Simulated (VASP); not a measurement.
# CsH6 (P1) in VASP: a series of runs

CsH6 is run at these levels: PBE; tasks: single point.

Everything below comes from runs of VASP 6.6.1. Logs are shortened: lines on timing, memory, paths and dates and some standing lists are left out, and cuts for length are marked.

### 1 The cell of the first run

The typed cell holds 7 atoms: a = 5.492 Å, b = 5.520 Å, c = 8.008 Å, α = 76.68°, β = 83.01°, γ = 59.82°.

### 2 Single point, PBE (29.17 Å³/atom)

The input, INCAR:

```
PREC     = Accurate       # precision mode
ENCUT    = 520            # plane-wave cutoff, eV
EDIFF    = 1E-6           # SCF threshold, eV
ISMEAR   = 0              # smearing method
SIGMA    = 0.1            # smearing width, eV
LREAL    = F              # projectors in reciprocal space
LASPH    = T              # aspherical terms in the spheres
NELM     = 100            # most SCF steps
ALGO     = Normal         # electronic algorithm
ISIF     = 2              # what is computed and relaxed
LWAVE    = F              # write WAVECAR
LCHARG   = F              # write CHGCAR
GGA      = PE             # functional
NBANDS   = 16             # bands
```

The input, KPOINTS:

```
Automatic mesh
0
Gamma
  8 8 6
```

The input, POSCAR:

```
CsH6
1.0
    5.4911382884      0.0162908161      0.0806670655
    2.7592309453      4.7785875948      0.1519242772
    0.8548122116      1.3879066159      7.8399404606
Cs H
1 6
Direct
    0.7153939379      0.2841806693      0.0000624618
    0.3808968984      0.9482950352      0.5476641160
    0.7160802120      0.3468598556      0.4677544553
    0.0476627107      0.6234156956      0.4524825623
    0.7119299784      0.2252760549      0.5318873838
    0.3805968369      0.9571984643      0.4519870430
    0.0474394257      0.6147742252      0.5481619780
```

Potentials or basis: VASP PAW PBE potentials, release 64 (Cs_sv, H).

The run is started by

```console
> cat potpaw_PBE.64/Cs_sv/POTCAR potpaw_PBE.64/H/POTCAR > POTCAR
> mpirun -np 1 vasp_std > vasp.out
```

OUTCAR:

```text
PREC = Accurate
   ENCUT = 520
   EDIFF = 1E-6
   ISMEAR = 0
   LREAL = F
   LASPH = T
   NELM = 100
   ISIF = 2
   GGA = PE

 ion  position               nearest neighbor table
   1  0.715  0.284  0.000-
   2  0.381  0.948  0.548-   6 0.76
   3  0.716  0.347  0.468-   5 0.75
   4  0.048  0.623  0.452-   7 0.76
   5  0.712  0.225  0.532-   3 0.75
   6  0.381  0.957  0.452-   2 0.76
   7  0.047  0.615  0.548-   4 0.76

  LATTYP: Found a triclinic cell.
 ALAT       =     5.4917549352
 B/A-ratio  =     2.9693150769
 C/A-ratio  =     2.0290991978
 COS(alpha) =     0.0027690170
 COS(beta)  =     0.6544812046
 COS(gamma) =     0.7296733358

  Lattice vectors:

 A1 = (   5.4911382884,   0.0162908161,   0.0806670655)
 A2 = (  11.8097651862,  -8.1203961254,   7.7780931027)
 A3 = (   7.3955570221,   3.4069717950,  -7.6073491179)

Analysis of symmetry for initial positions (statically):
=====================================================================
 Subroutine PRICEL returns:
 Original cell was already a primitive cell.

 Routine SETGRP: Setting up the symmetry group for a
 triclinic supercell.

 Subroutine GETGRP returns: Found  1 space group operations
 (whereof  1 operations were pure point group operations)
 out of a pool of  2 trial point group operations.

The static configuration has the point symmetry C_1 .

Analysis of symmetry for dynamics (positions and initial velocities):
=====================================================================
 Subroutine PRICEL returns:
 Original cell was already a primitive cell.

 Routine SETGRP: Setting up the symmetry group for a
 triclinic supercell.

 Subroutine GETGRP returns: Found  1 space group operations
 (whereof  1 operations were pure point group operations)
 out of a pool of  2 trial point group operations.

The dynamic configuration has the point symmetry C_1 .

 Subroutine INISYM returns: Found  1 space group operations
 (whereof  1 operations are pure point group operations),
 and found     1 'primitive' translations

----------------------------------------------------------------------------------------

                                     Primitive cell

  volume of cell :     204.1904

  direct lattice vectors                    reciprocal lattice vectors
     5.491138288  0.016290816  0.080667065     0.182442381 -0.105305333 -0.001250010
     2.759230945  4.778587595  0.151924277    -0.000077186  0.210495885 -0.037255723
     0.854812212  1.387906616  7.839940461    -0.001875699 -0.002995528  0.128286801

  length of vectors
     5.491754935  5.520084764  8.007599835     0.210656113  0.213767426  0.128335478

  position of ions in fractional coordinates (direct lattice)
     0.715393938  0.284180669  0.000062462
     0.380896898  0.948295035  0.547664116
     0.716080212  0.346859856  0.467754455
     0.047662711  0.623415696  0.452482562
     0.711929978  0.225276055  0.531887384
     0.380596837  0.957198464  0.451987043
     0.047439426  0.614774225  0.548161978

  ion indices of the primitive-cell ions
   primitive index   ion index
                 1           1
                 2           2
                 3           3
                 4           4
                 5           5
                 6           6
                 7           7

----------------------------------------------------------------------------------------

 KPOINTS: Automatic mesh

Automatic generation of k-mesh.
 Grid dimensions read from file:
 generate k-points for:    8    8    6

 Generating k-lattice:

  Cartesian coordinates                     Fractional coordinates (reciprocal lattice)
     0.022805298 -0.013163167 -0.000156251     0.125000000 -0.000000000 -0.000000000
    -0.000009648  0.026311986 -0.004656965    -0.000000000  0.125000000 -0.000000000
    -0.000312616 -0.000499255  0.021381134    -0.000000000 -0.000000000  0.166666667

  Length of vectors
     0.026332014  0.026720928  0.021389246

  Shift w.r.t. Gamma in fractional coordinates (k-lattice)
     0.000000000  0.000000000  0.000000000

 Subroutine IBZKPT returns following result:
 ===========================================

 Found    196 irreducible k-points:

 Following reciprocal coordinates:
            Coordinates               Weight
  0.000000  0.000000  0.000000      1.000000
  0.125000  0.000000  0.000000      2.000000
  0.250000  0.000000  0.000000      2.000000
  0.375000  0.000000  0.000000      2.000000
  0.500000  0.000000  0.000000      1.000000
 -0.000000  0.125000  0.000000      2.000000
[... 16 lines left out ...]
  0.125000  0.375000  0.000000      2.000000
  0.250000  0.375000  0.000000      2.000000
 [... further k-points ...]
   k-points           NKPTS =    196   k-points in BZ     NKDIM =    196   number of bands    NBANDS=     16
   number of dos      NEDOS =    301   number of ions     NIONS =      7
   total plane-waves  NPLWV = 105840
   dimension x,y,z NGX =    42 NGY =   42 NGZ =   60
   dimension x,y,z NGXF=    84 NGYF=   84 NGZF=  120
   ions per type =               1   6
   NGX,Y,Z   is equivalent  to a cutoff of  12.71, 12.65, 12.46 a.u.
   NGXF,Y,Z  is equivalent  to a cutoff of  25.43, 25.30, 24.91 a.u.
 SYSTEM =  unknown system
   PREC   = accura    normal or accurate (medium, high low for compatibility)
   ISTART =      0    job   : 0-new  1-cont  2-samecut
   ICHARG =      2    charge: 1-file 2-atom 10-const
   ISPIN  =      1    spin polarized calculation?
   LNONCOLLINEAR =      F non collinear calculations
   LSORBIT =      F    spin-orbit coupling
   LASPH  =      T    aspherical Exc in radial PAW
   ENCUT  =  520.0 eV  38.22 Ry    6.18 a.u.  10.21 10.26 14.89*2*pi/ulx,y,z
   NELM   =    100;   NELMIN=  2; NELMDL= -5     # of ELM steps
   EDIFF  = 0.1E-05   stopping-criterion for ELM
   LREAL  =      F    real-space projection
   EDIFFG = 0.1E-04   stopping-criterion for IOM
   NSW    =      0    number of steps for IOM
   IBRION =     -1    ionic relax: 0-MD 1-quasi-New 2-CG
   NFREE  =      0    steps in history (QN), initial steepest desc. (CG)
   ISIF   =      2    stress and relaxation
   ISYM   =      2    0-nonsym 1-usesym 2-fastsym
   POTIM  = 0.5000    time-step for ionic-motion
   TEBEG  =    0.0;   TEEND  =   0.0 temperature during run
   PSTRESS=    0.0 pullay stress
   NELECT =      15.0000    total number of electrons
   NUPDOWN=      -1.0000    fix difference up-down
   EMIN   =  10.00;   EMAX   =-10.00  energy-range for DOS
   EFERMI =   0.00;   METHOD = LEGACY
   ISMEAR =     0;   SIGMA  =   0.10  broadening in eV -4-tet -1-fermi 0-gaus
   EFERMI_NEDOS =   21; number of points for ismear=-14 and -15
   IALGO  =     38    algorithm
   IMIX   =      4    mixing-type and parameters
     AMIX     =   0.40;   BMIX     =  1.00
     AMIX_MAG =   1.60;   BMIX_MAG =  1.00
  volume/ion in A,a.u.               =      29.17       196.85
  Fermi-wavevector in a.u.,A,eV,Ry     =   0.685636  1.295664  6.396050  0.470096
  Thomas-Fermi vector in A             =   1.765634
   LORBIT       =      0    0 simple, 1 ext, 2 COOP (PROOUT), +10 PAW based schemes
   GGA     = PE    functional components
   LHFCALC =     F    Hartree Fock is set to
   AEXX    =    0.0000 exact exchange contribution
   IVDW    =     0    specifies the selected vdW correction
   LEPSILON=     F    determine dielectric tensor
   LRPA    =     F    only Hartree local field effects (RPA)
 non-spin polarized calculation
 Gauss-broadening in eV      SIGMA  =   0.10
  energy-cutoff  :      520.00
  volume of cell :      204.19
 maximum number of plane-waves:      5521
 NGX is ok and might be reduce to    42
   NGX = 21   NGY = 21   NGZ = 29

 number of electron      14.9999999 magnetization

 Free energy of the ion-electron system (eV)
  ---------------------------------------------------
  ext. energy  EPLUGINS =         0.00000000
  ---------------------------------------------------
  free energy    TOTEN  =       -21.08300851 eV

  energy without entropy =      -21.07825343  energy(sigma->0) =      -21.08063097

 E-fermi :  -0.0866     XC(G=0):  -5.1109

 val. band max:       -0.1168102829   @ k =   0.3750   0.1250   0.1667
 cond. band min:      -0.0729702286   @ k =   0.0000   0.3750   0.3333
 fundamental gap:      0.0438400543
 Fermi energy:        -0.0865826588

 k-point     1 :       0.0000    0.0000    0.0000
  band No.  band energies     occupation
      1     -24.2388      2.00000
      2     -11.0738      2.00000
      3     -10.9758      2.00000
      4     -10.9754      2.00000
      5      -9.0315      2.00000
      6      -7.8394      2.00000
[... 8 lines left out ...]
     15       3.5825      0.00000
     16       4.3900      0.00000

 k-point     2 :       0.1250    0.0000    0.0000
  band No.  band energies     occupation
      1     -24.2383      2.00000
      2     -11.0719      2.00000
      3     -10.9902      2.00000
      4     -10.9789      2.00000
      5      -8.9855      2.00000
      6      -7.8708      2.00000
[... 8 lines left out ...]
     15       3.3033      0.00000
     16       4.2358      0.00000

 k-point     3 :       0.2500    0.0000    0.0000
  band No.  band energies     occupation
      1     -24.2370      2.00000
      2     -11.0673      2.00000
      3     -11.0243      2.00000
      4     -10.9871      2.00000
      5      -8.8541      2.00000
      6      -7.9714      2.00000
[... 8 lines left out ...]
     15       3.1880      0.00000
     16       3.9688      0.00000
[... 362 lines left out ...]
 k-point    23 :       0.1250    0.3750    0.0000
  band No.  band energies     occupation
      1     -24.2362      2.00000
      2     -11.0652      2.00000
      3     -11.0405      2.00000
      4     -10.9981      2.00000
      5      -8.7246      2.00000
      6      -8.0567      2.00000
[... 8 lines left out ...]
     15       3.6363      0.00000
     16       3.6786      0.00000

 k-point    24 :       0.2500    0.3750    0.0000
  band No.  band energies     occupation
      1     -24.2362      2.00000
      2     -11.0652      2.00000
      3     -11.0405      2.00000
      4     -10.9981      2.00000
      5      -8.7243      2.00000
      6      -8.0565      2.00000
[... 8 lines left out ...]
     15       3.6311      0.00000
     16       3.6789      0.00000

 [... further k-points ...]

------------------------ aborting loop because EDIFF is reached ----------------------------------------

  FORCE on cell =-STRESS in cart. coord.  units (eV):
  Direction    XX          YY          ZZ          XY          YZ          ZX
  --------------------------------------------------------------------------------------
  -------------------------------------------------------------------------------------
  Total       -0.1552587     -0.1594312     -0.1712930     -0.0046171      0.0133343      0.0081919
  in kB       -1.2182352     -1.2509750     -1.3440484     -0.0362282      0.1046270      0.0642773
  external PRESSURE =      -1.2710862 kB  Pullay stress =       0.0000000 kB

 VOLUME and BASIS-vectors are now :
 -----------------------------------------------------------------------------
  energy-cutoff  :      520.00
  volume of cell :      204.19
      direct lattice vectors                 reciprocal lattice vectors
     5.491138288  0.016290816  0.080667065     0.182442381 -0.105305333 -0.001250010
     2.759230945  4.778587595  0.151924277    -0.000077186  0.210495885 -0.037255723
     0.854812212  1.387906616  7.839940461    -0.001875699 -0.002995528  0.128286801

 POSITION                                       TOTAL-FORCE (eV/Angst)
 -----------------------------------------------------------------------------------
      4.71250      1.36972      0.10137        -0.000026      0.000041      0.000049
      5.17627      5.29782      4.46845        -0.000661     -0.000239     -0.003833
      5.28900      2.31837      3.77763        -0.002488     -0.004021      0.003354
      2.36866      3.60783      3.64599         0.000477      0.000120      0.003912
      4.98556      1.82631      4.26162         0.002506      0.003960     -0.003316
      5.11741      5.20757      3.71967         0.000301      0.000370      0.004096
      2.42538      3.69932      4.39478        -0.000109     -0.000231     -0.004262
 -----------------------------------------------------------------------------------
    total drift:                               -0.000000     -0.000092      0.000065

  FREE ENERGIE OF THE ION-ELECTRON SYSTEM (eV)
  ---------------------------------------------------
  free  energy   TOTEN  =       -21.0830085114 eV

  energy  without entropy=      -21.0782534342  energy(sigma->0) =      -21.08063097
```

Run time: 20 min. Hardware: 1 thread of AMD EPYC 7R13, shared host; peak memory 0.68 GiB.

Results:

```yaml
Free_energy: -21.0830 eV
Pressure: -0.1 GPa
Largest_force: 0.006 eV/Å
Band_gap_on_the_k_mesh: zero (an odd number of electrons rules out a gap without spin polarisation)
```

Forces on the atoms (eV/Å):
```
Cs   0.000  0.000  0.000
H   -0.001  0.000 -0.004
H   -0.002 -0.004  0.003
H    0.000  0.000  0.004
H    0.003  0.004 -0.003
H    0.000  0.000  0.004
H    0.000  0.000 -0.004
```

Caveat: spin-orbit coupling is left out, which moves the levels of the heavy elements; an odd number of electrons without spin polarisation forces a metal; a magnetic or distorted state may lie lower.

(Continued in part 2 of 2.)

The gap in the log of VASP goes by the Fermi energy; the results here count the filled bands.